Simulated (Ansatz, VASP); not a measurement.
## One calculation of Hg, two programs

INCAR

```
SYSTEM = Hg
PREC     = Accurate       ! precision mode
ENCUT    = 600            ! plane-wave cutoff, eV
EDIFF    = 1E-6           ! SCF threshold, eV
ISMEAR   = -1             ! smearing method
SIGMA    = 0.1            ! smearing width, eV
LREAL    = .FALSE.        ! projectors in reciprocal space
LASPH    = .TRUE.         ! aspherical terms in the spheres
NELM     = 100            ! most SCF steps
ALGO     = Normal         ! electronic algorithm
ISIF     = 3              ! what is computed and relaxed
LWAVE    = .FALSE.        ! write WAVECAR
LCHARG   = .FALSE.        ! write CHGCAR
GGA      = CA             ! functional
IBRION   = 2              ! ionic algorithm
NSW      = 80             ! ionic steps
EDIFFG   = -0.01          ! ionic threshold
```

The input KPOINTS:

```
Automatic mesh
0
G
  11 11 11
  0 0 0
```

File POSCAR:

```
Hg
1.0
    1.7290008993      0.9982391346      2.2280000000
   -1.7290008993      0.9982391346      2.2280000000
    0.0000000000     -1.9964782693      2.2280000000
Hg
1
Direct
    1.0000000000      0.0000000000      0.0000000000
```

Input for Ansatz:

```yaml
crystal:
  lattice:
    - [1.7290008993, 0.9982391346, 2.228]
    - [-1.7290008993, 0.9982391346, 2.228]
    - [0.0, -1.9964782693, 2.228]
  atoms:
    - { symbol: Hg, position: [1.0, 0.0, 0.0] }
hamiltonian:
  xc: lda
  pseudopotentials:
    kind: paw
    azcp:
      Hg: "pseudopotentials/Hg.paw.azcp"
basis:
  ecutwfc: 420
  fft_grid_basis: typed
kpoints:
  mp_grid: { grid: [11, 11, 11], shift: [0, 0, 0] }
magnetization:
  spin_polarized: false
scf:
  occupations: { method: fermi_dirac, width: 0.1 }
relax:
  max_steps: 60
  f_tol: 0.01
  cell: {}
```

Alike in both runs: task relaxation of cell and atoms; functional LDA; k mesh 11 × 11 × 11; occupations fermi-dirac, width 0.1 eV; no spin polarisation.

```csv
,VASP,Ansatz
version,VASP 6.6.1,Ansatz 0.2.0
potentials or method,"VASP PAW LDA potentials, release 64 (Hg), cutoff 600 eV","plane waves (420 eV) with PAW, scalar-relativistic"
valence electrons in the cell,12,20
```

```tsv
	VASP	Ansatz	Ansatz less VASP
relaxed volume (Å³/atom)	22.96	22.69	-0.274
relaxed cell length with the largest relative difference (Å)	2.963	2.946	-0.0174
```

Ansatz warns that its potentials were made for another functional, while VASP's fit it. LDA's correlation is that of Perdew and Zunger in VASP and of Perdew and Wang (1992) in Ansatz. VASP's potentials hold 12 valence electrons a cell and Ansatz's 20, so a difference there can come from the potentials and not from the codes.

Spin-orbit coupling is off throughout.
